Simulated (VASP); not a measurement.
BaTe:

```
Ba Te
1.0
     0.00000    3.41000    3.41000
     3.41000    0.00000    3.41000
     3.41000    3.41000    0.00000
Ba Te
1 1
Direct
  0.00000 0.00000 0.00000
  0.50000 0.50000 0.50000
```

Base run:

```yaml
Program: VASP 6.6.1
Functional: r2SCAN
Potentials_or_basis: VASP PAW PBE potentials, release 64 (Ba_sv, Te)
Cutoff: 550 eV
k_mesh: 6 × 6 × 6
Occupations: gaussian, width 0.01 eV
Spin: no spin polarisation
```

Its results: band gap on the k mesh 1.68 eV (least direct gap 2.07 eV); pressure 4.5 GPa.

Problem. After a change of settings the same cell gave: band gap on the k mesh 1.74 eV (least direct gap 2.12 eV); pressure 4.5 GPa. Which change was it?
A. k mesh from 6 × 6 × 6 to 7 × 7 × 7
B. k mesh from 6 × 6 × 6 to 3 × 3 × 3
C. k mesh from 6 × 6 × 6 to 2 × 2 × 2

Solution. A.

Caveats: the cell stands under pressure; the PAW data sets were made with another functional, which shifts forces and pressure a little; spin-orbit coupling is left out, which moves the levels of the heavy elements; an odd mesh through Γ misses points on the zone boundary, where band edges can lie (at least some runs).
